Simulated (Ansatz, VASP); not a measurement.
**Ge2Sb2Te: VASP beside Ansatz**

```xyz
5
Lattice="5.2491 0.0000 0.0000 -2.6246 4.5459 0.0000 0.0000 0.0000 5.9390" Properties=species:S:1:pos:R:3 pbc="T T T"
Ge    0.0000    3.0306    2.9695
Ge    2.6246    1.5153    2.9695
Sb    0.0000    3.0306    0.0000
Sb    2.6246    1.5153    0.0000
Te    0.0000    0.0000    2.9695
```

Alike in both runs: functional PBE; k mesh 6 × 6 × 4; occupations gaussian, width 0.1 eV; no spin polarisation.

Ansatz relaxed the structure, and its values are those at the end. VASP's run is a single point on that final structure, the one shown.

|  | VASP | Ansatz |
| --- | --- | --- |
| version | VASP 6.6.1 | Ansatz 0.2.0 |
| potentials or method | VASP PAW PBE potentials, release 64 (Ge_d, Sb, Te), cutoff 520 eV | scalar-relativistic, plane waves, PAW |
| valence electrons in the cell | 44 | 74 |

|  | VASP | Ansatz | Ansatz less VASP |
| --- | --- | --- | --- |
| gap on the k mesh at the Fermi level (eV) | none | none | - |
| pressure (GPa) | -0.3 | -0.3 | +0.01 |

A gap of «none» marks a metal or a gap that the smearing closes. VASP's potentials hold 44 valence electrons a cell and Ansatz's 74, so a difference there can come from the potentials and not from the codes.

Neither program's run includes spin-orbit coupling.
